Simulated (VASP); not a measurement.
CdF2, 3 atoms in the cell. It takes space group Fm-3m (No. 225, cubic). Conventional cell: a = 5.481 Å, b = 5.481 Å, c = 5.481 Å, α = 90.00°, β = 90.00°, γ = 90.00°. Within 3.1 Å of Cd (site symmetry m-3m) lie 8 F at 2.37 Å. Within 3.1 Å of F (site symmetry -43m) lie 4 Cd at 2.37 Å and 6 F at 2.74 Å. 

```yaml
Program: VASP 6.6.1
Task: single point
Functional: PBE
Potentials_or_basis: VASP PAW PBE potentials, release 64 (Cd, F)
Cutoff: 520 eV
k_mesh: 8 × 8 × 8
Occupations: gaussian, width 0.02 eV
Spin: no spin polarisation
Dipole_correction: no
Further_INCAR_settings: ALGO = Normal; EDIFF = 1e-07; NBANDS = 20
```

Potentials or basis: VASP PAW PBE potentials, release 64 (Cd, F).

Launch:

```bash
$ cat potpaw_PBE.64/Cd/POTCAR potpaw_PBE.64/F/POTCAR > POTCAR
$ mpirun -np 1 vasp_std > vasp.out
```

Hardware: 1 thread of Intel(R) Xeon(R) 6975P-C (Granite Rapids) (shared host).

Q: Estimate the wall time of this run.

A: It took 15 s on 1 thread of Intel(R) Xeon(R) 6975P-C (Granite Rapids), with other jobs on the host, peak memory 0.17 GiB. Counts: scf iterations 15, k points 29.
